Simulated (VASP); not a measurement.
# Cu (Fd-3m) in VASP: notebook, part 2 of 2

VASP 6.6.1. Earlier steps stand in the parts before.

### 3 Single point, PBE

Input file INCAR:

```
SYSTEM = Cu
PREC = Accurate
ENCUT = 520
EDIFF = 1E-7
ISMEAR = -1
SIGMA = 0.08
LREAL = .False.
LASPH = .True.
NELM = 80
ALGO = Normal
ISIF = 2
LWAVE = .False.
LCHARG = .False.
GGA = PE
NBANDS = 18
```

Input file KPOINTS:

```
regular mesh
0
Gamma
  13 13 13
  0 0 0
```

Input file POSCAR:

```
Cu
1.0
    0.0000000000      2.6767426824      2.6767426824
    2.6767426824      0.0000000000      2.6767426824
    2.6767426824      2.6767426824      0.0000000000
Cu
2
Direct
   -0.1250000000     -0.1250000000     -0.1250000000
    0.1250000000      0.1250000000      0.1250000000
```

Potentials or basis: VASP PAW PBE potentials, release 64 (Cu).

Launch:

```
cat potpaw_PBE.64/Cu/POTCAR > POTCAR
mpirun -np 1 vasp_std > vasp.out
```

OUTCAR:

```text
SYSTEM = Cu
   PREC = Accurate
   ENCUT = 520
   EDIFF = 1E-7
   ISMEAR = -1
   LREAL = .False.
   LASPH = .True.
   NELM = 80
   ISIF = 2
   GGA = PE

 ion  position               nearest neighbor table
   1  0.875  0.875  0.875-   2 2.32   2 2.32   2 2.32   2 2.32
   2  0.125  0.125  0.125-   1 2.32   1 2.32   1 2.32   1 2.32

  LATTYP: Found a face centered cubic cell.
 ALAT       =     5.3534853648

  Lattice vectors:

 A1 = (   0.0000000000,   2.6767426824,   2.6767426824)
 A2 = (   2.6767426824,   0.0000000000,   2.6767426824)
 A3 = (   2.6767426824,   2.6767426824,   0.0000000000)

Analysis of symmetry for initial positions (statically):
=====================================================================
 Subroutine PRICEL returns:
 Original cell was already a primitive cell.

 Routine SETGRP: Setting up the symmetry group for a
 face centered cubic supercell.

 Subroutine GETGRP returns: Found 48 space group operations
 (whereof 12 operations were pure point group operations)
 out of a pool of 48 trial point group operations.

[... 154 lines left out ...]

 Free energy of the ion-electron system (eV)
  ---------------------------------------------------
  ext. energy  EPLUGINS =         0.00000000
  ---------------------------------------------------
  free energy    TOTEN  =        -5.40985023 eV

  energy without entropy =       -5.39337986  energy(sigma->0) =       -5.40161504

 E-fermi :   2.7627     XC(G=0):  -9.8598

 val. band max:        2.7378024233   @ k =  -0.3846   0.3846   0.0769
 cond. band min:       2.8861462530   @ k =  -0.3846   0.3077   0.0769
 fundamental gap:      0.1483438297
 Fermi energy:         2.7627159042

 k-point     1 :       0.0000    0.0000    0.0000
  band No.  band energies     occupation
      1      -3.4793      2.00000
      2      -0.1721      2.00000
      3      -0.1721      2.00000
      4      -0.1721      2.00000
      5      -0.1519      2.00000
      6      -0.1519      2.00000
[... 481 lines left out ...]
      5       0.0872      2.00000
      6       0.1359      2.00000
[... 10 lines left out ...]
     17      15.7636      0.00000
     18      16.8705      0.00000

 [... further k-points ...]
[... 5 lines left out ...]
  --------------------------------------------------------------------------------------
  -------------------------------------------------------------------------------------
  Total        0.0632095      0.0632095      0.0632095      0.0000000     -0.0000000      0.0000000
  in kB        2.6402368      2.6402368      2.6402368      0.0000000     -0.0000000      0.0000000
  external PRESSURE =       2.6402368 kB  Pullay stress =       0.0000000 kB

 VOLUME and BASIS-vectors are now :
 -----------------------------------------------------------------------------
  energy-cutoff  :      520.00
  volume of cell :       38.36
      direct lattice vectors                 reciprocal lattice vectors
     0.000000000  2.676742682  2.676742682    -0.186794197  0.186794197  0.186794197
     2.676742682  0.000000000  2.676742682     0.186794197 -0.186794197  0.186794197
     2.676742682  2.676742682  0.000000000     0.186794197  0.186794197 -0.186794197

 POSITION                                       TOTAL-FORCE (eV/Angst)
 -----------------------------------------------------------------------------------
      4.68430      4.68430      4.68430        -0.000000      0.000000     -0.000000
      0.66919      0.66919      0.66919         0.000000     -0.000000      0.000000
 -----------------------------------------------------------------------------------
    total drift:                                0.000000      0.000000     -0.000000

  FREE ENERGIE OF THE ION-ELECTRON SYSTEM (eV)
  ---------------------------------------------------
  free  energy   TOTEN  =        -5.4098502260 eV

  energy  without entropy=       -5.3933798576  energy(sigma->0) =       -5.40161504
```

OSZICAR:

```text
N       E                     dE             d eps       ncg     rms          rms(c)
DAV:   1     0.132067537583E+03    0.13207E+03   -0.10265E+04  3088   0.183E+03
DAV:   2    -0.245470269390E+00   -0.13231E+03   -0.12484E+03  3032   0.271E+02
DAV:   3    -0.648879274360E+01   -0.62433E+01   -0.60002E+01  3400   0.844E+01
DAV:   4    -0.657513604036E+01   -0.86343E-01   -0.86279E-01  3574   0.107E+01
DAV:   5    -0.657657061702E+01   -0.14346E-02   -0.14345E-02  3720   0.119E+00    0.959E+00
DAV:   6    -0.642882114374E+01    0.14775E+00   -0.13750E+01  3654   0.890E+01    0.665E+00
DAV:   7    -0.541675263536E+01    0.10121E+01   -0.34343E+00  3510   0.429E+01    0.415E-01
DAV:   8    -0.541907182708E+01   -0.23192E-02   -0.10293E-01  4398   0.576E+00    0.852E-01
DAV:   9    -0.541029110080E+01    0.87807E-02   -0.41895E-02  3880   0.454E+00    0.177E-01
DAV:  10    -0.540991398467E+01    0.37712E-03   -0.11776E-03  4390   0.671E-01    0.626E-02
DAV:  11    -0.540984907773E+01    0.64907E-04   -0.17270E-04  4290   0.264E-01    0.230E-03
DAV:  12    -0.540984981497E+01   -0.73723E-06   -0.65380E-06  4432   0.266E-02    0.498E-03
DAV:  13    -0.540984998253E+01   -0.16756E-06   -0.36702E-07  3230   0.124E-02    0.243E-03
DAV:  14    -0.540985021297E+01   -0.23044E-06   -0.27148E-07  2094   0.108E-02    0.419E-05
DAV:  15    -0.540985022598E+01   -0.13011E-07   -0.28994E-08  1810   0.195E-03
   1 F= -.54098502E+01 E0= -.54016150E+01  d E =-.164704E-01
```

It took 42 s on 1 thread of Intel Xeon Platinum 8488C (Sapphire Rapids), shared host; peak memory 0.18 GiB.

What came out:

| Quantity | Value |
| --- | --- |
| Free energy | -5.4099 eV |
| Pressure | 0.3 GPa |
| Band gap on the k mesh | zero (band 11 reaches 3.16 eV, above the bottom of band 12 at 2.42 eV) |

Levels at points of the mesh, in eV from the Fermi level:
```
           k point  band 8  band 9  band 10  band 11  band 12  band 13  band 14  band 15
(0.00, 0.00, 0.00)   -1.85   -1.85    -1.21    -1.21     9.73     9.73     9.73    10.64
```

### 4 Relaxation of cell and atoms, PBE

This run uses another cell than the first one, of 14.94 Å³/atom, 0.779 times its volume.

Input file INCAR:

```
SYSTEM = Cu
  ALGO = Normal
  EDIFF = 1E-6
  EDIFFG = -0.005
  ENCUT = 600
  GGA = PE
  IBRION = 2
  ISIF = 3
  ISMEAR = -1
  LASPH = .True.
  LCHARG = .False.
  LREAL = .False.
  LWAVE = .False.
  NELM = 60
  NSW = 60
  PREC = Accurate
  SIGMA = 0.08
```

Input file KPOINTS:

```
k-points
0
Gamma
  13 13 13
  0 0 0
```

Input file POSCAR:

```
Cu
1.0
    0.0000000000      2.4627820114      2.4627820114
    2.4627820114      0.0000000000      2.4627820114
    2.4627820114      2.4627820114      0.0000000000
Cu
2
Direct
   -0.1250000000     -0.1250000000     -0.1250000000
    0.1250000000      0.1250000000      0.1250000000
```

Launch:

```
cat potpaw_PBE.64/Cu/POTCAR > POTCAR
mpirun -np 1 vasp_std > vasp.out
```

It took 92 s on 1 thread of Intel Xeon Platinum 8488C (Sapphire Rapids), shared host; peak memory 0.18 GiB.

It converged, with:

```yaml
Free_energy: -5.4084 eV
Relaxed_volume: 19.26 Å³/atom
Relaxed_cell: a = 3.791 Å, b = 3.791 Å, c = 3.791 Å, α = 60.00°, β = 60.00°, γ = 60.00°
Space_group_after_relaxing_to_0.05_Å: Fd-3m (No. 227)
Energy_gained_by_relaxing: 270.4 meV/atom
Ionic_steps: 4
Pressure_after_relaxing: 0.0 GPa
Band_gap_on_the_k_mesh: zero (band 11 reaches 3.13 eV, above the bottom of band 12 at 2.39 eV)
```

Step by step:
```
step  energy change (eV)  largest force (eV/Å)  pressure (GPa)  volume (Å³)
   1              0.0000                0.0000           25.52        29.87
   2             -0.5087                0.0000           -3.23        41.39
   3             -0.5407                0.0000            0.18        38.33
   4             -0.5408                0.0000            0.00        38.51
```

Final structure:
```
CELL_PARAMETERS angstrom
0.00000 2.68033 2.68033
2.68033 0.00000 2.68033
2.68033 2.68033 0.00000
ATOMIC_POSITIONS crystal
Cu 0.87500 0.87500 0.87500
Cu 0.12500 0.12500 0.12500
```

Levels at points of the mesh, in eV from the Fermi level:
```csv
k point,band 8,band 9,band 10,band 11,band 12,band 13,band 14,band 15
"(0.00, 0.00, 0.00)",-1.84,-1.84,-1.21,-1.21,9.71,9.71,9.71,10.62
```

Caveat: the volume moved by over 15 % at a fixed basis, so the end points are rough.

### 5 Single point, PBE (volume scaled by 0.4)

Input file INCAR:

```
SYSTEM = Cu
ALGO = Normal
EDIFF = 1E-6
ENCUT = 520
GGA = PE
ISIF = 2
ISMEAR = -1
LASPH = .TRUE.
LCHARG = .FALSE.
LREAL = .FALSE.
LWAVE = .FALSE.
NBANDS = 18
NELM = 60
PREC = Accurate
SIGMA = 0.08
```

Input file KPOINTS:

```
k-points
0
G
  13 13 13
  0 0 0
```

Input file POSCAR:

```
Cu
1.0
    0.0000000000      1.9722408712      1.9722408712
    1.9722408712      0.0000000000      1.9722408712
    1.9722408712      1.9722408712      0.0000000000
Cu
2
Direct
   -0.1250000000     -0.1250000000     -0.1250000000
    0.1250000000      0.1250000000      0.1250000000
```

Launch:

```
cat potpaw_PBE.64/Cu/POTCAR > POTCAR
mpirun -np 1 vasp_std > vasp.out
```

Wall time 25 s (1 thread of AMD EPYC 7R43 (Zen 3), shared host); peak memory 0.12 GiB.

The run converged. Its results:

| Property | Result |
| --- | --- |
| Free energy | 8.4214 eV |
| Pressure | 446.5 GPa |
| Band gap on the k mesh | zero (band 11 reaches 16.47 eV, above the bottom of band 12 at 15.75 eV) |

Levels at points of the mesh, in eV from the Fermi level:
```tsv
k point	band 7	band 8	band 9	band 10	band 11	band 12	band 13	band 14	band 15	band 16
(0.00, 0.00, 0.00)	-5.25	-5.25	-5.25	-2.50	-2.50	17.47	17.47	17.47	18.04	18.04
```

Caveat: the cell differs from its parent crystal (volume scaled by 0.4).

### 6 Overview

| task | cell | cutoff (eV) | gap on the mesh (eV) | pressure (GPa) |
| --- | --- | --- | --- | --- |
| single point | a = 3.785 Å, angles 60.0°, 2 atoms | 520 | none | 0.3 |
| relaxation of cell and atoms | relaxed from a = 3.483 Å, angles 60.0°, 2 atoms | 600 | none | 0.0 |
| single point | a = 2.789 Å, angles 60.0°, 2 atoms | 520 | none | 446.5 |

Alike in all rows: level PBE; potentials or basis VASP PAW PBE potentials, release 64 (Cu); no spin polarisation; k mesh 13 × 13 × 13; smearing fermi-dirac 0.08 eV.

Caveats: the volume moved by over 15 % at a fixed basis, so the end points are rough (some runs).

Total energies depend on the potentials used, so only differences within one code and one set of settings carry meaning.
